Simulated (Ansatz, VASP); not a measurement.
One calculation of C, two programs

Contents of INCAR:

```
SYSTEM = C
ALGO = Normal ; EDIFF = 1E-6
ENCUT = 600 ; GGA_COMPAT = .False.
ISIF = 2 ; ISMEAR = 0
LASPH = .True. ; LCHARG = .False.
LREAL = .False. ; LWAVE = .False.
NBANDS = 11 ; NELM = 120
PREC = Accurate ; SIGMA = 0.05
```

File KPOINTS:

```
k-points
0
Gamma
  12 12 12
  0 0 0
```

Contents of POSCAR:

```
C
1.0
    1.2280263465      0.7090013417      3.4725237459
   -1.2280263465      0.7090013417      3.4725237459
    0.0000000000     -1.4180026834      3.4725237459
C
2
Direct
    0.1640000000      0.1640000000      0.1640000000
    0.8360000000      0.8360000000      0.8360000000
```

Input for Ansatz:

```yaml
crystal:
  lattice:
    - [1.2280263465, 0.7090013417, 3.4725237459]
    - [-1.2280263465, 0.7090013417, 3.4725237459]
    - [0.0, -1.4180026834, 3.4725237459]
  atoms:
    - { symbol: C, position: [0.164, 0.164, 0.164] }
    - { symbol: C, position: [0.836, 0.836, 0.836] }
basis:
  ecutwfc: 420
kpoints:
  mp_grid: { grid: [12, 12, 12] }
hamiltonian:
  xc: lda
scf:
  occupations: { method: gaussian, width: 0.05 }
output:
  forces: true
  stress: true
  eigenvalues: true
```

Change from the starting cell: strain +0.0375 x Voigt [0, 0, 1, 0, 0, 0], atoms carried along.

Alike in both runs: task single point; functional LDA; k mesh 12 × 12 × 12; occupations gaussian, width 0.05 eV; no spin polarisation.

```csv
,VASP,Ansatz
version,VASP 6.6.1,Ansatz 0.2.0
potentials or method,"VASP PAW LDA potentials, release 64 (C), cutoff 600 eV","scalar-relativistic, plane waves, PAW"
valence electrons in the cell,8,8
```

|  | VASP | Ansatz | Ansatz less VASP |
| --- | --- | --- | --- |
| gap on the k mesh at the Fermi level (eV) | 0.63 | 0.63 | -0.001 |
| least direct gap on the mesh (eV) | 0.63 | 0.63 | -0.001 |
| pressure (GPa) | -3.9 | -4.2 | -0.30 |
| traceless stress, the component that is largest in VASP (GPa) | 1.82 | 2.51 | +0.696 |
| rms of the force components (eV/Å) | 0.543 | 0.546 | +0.0030 |

LDA's correlation is that of Perdew and Zunger in VASP and of Perdew and Wang (1992) in Ansatz. Atom by atom the forces differ by 0.003 eV/Å (rms over components).
